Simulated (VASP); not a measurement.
Input of a VASP 6.6.1 run:

Contents of INCAR:

```
ALGO = Normal
EDIFF = 1E-6
ENCUT = 520
GGA = PE
ISIF = 2
ISMEAR = 0
LASPH = True
LCHARG = True
LELF = True
LREAL = False
LVHAR = True
LWAVE = False
NBANDS = 16
NELM = 80
PREC = Accurate
SIGMA = 0.05
```

Contents of KPOINTS:

```
k-points
0
Gamma
  10 10 10
```

File POSCAR:

```
GaP
1.0
    0.0000000000      2.7525368112      2.7525368112
    2.7525368112      0.0000000000      2.7525368112
    2.7525368112      2.7525368112      0.0000000000
Ga P
1 1
Direct
    0.0000000000      0.0000000000      0.0000000000
    0.7500000000      0.7500000000      0.7500000000
```

Potentials or basis: VASP PAW PBE potentials, release 64 (Ga_d, P).

The run is started by

```console
$ cat potpaw_PBE.64/Ga_d/POTCAR potpaw_PBE.64/P/POTCAR > POTCAR
$ mpirun -np 1 vasp_std > vasp.out
```

(1) Predict the pressure.

(2) Predict the band gap on the k mesh.

## Answers

(1) 0.0 GPa.

(2) 1.58 eV, direct.

**Experimental background.**

“Stacking defects in GaP nanowires: Electronic structure and optical properties”, 2018, arxiv:1810.01194 quotes, for a bulk crystal of GaP at 10 K: band gap 2.34 eV (indirect).

Measured gap of GaP: 2.34 eV (indirect; 10 K; quoted in “Stacking defects in GaP nanowires: Electronic structure and optical properties”, 2018, arxiv:1810.01194). This calculation gives 1.58 eV (-0.76 eV). Spin-orbit coupling on Ga is left out. The value is that of PBE on a finite k mesh, which can miss the band edges, without temperature or zero-point motion. Semilocal functionals fall short of measured gaps as a rule.
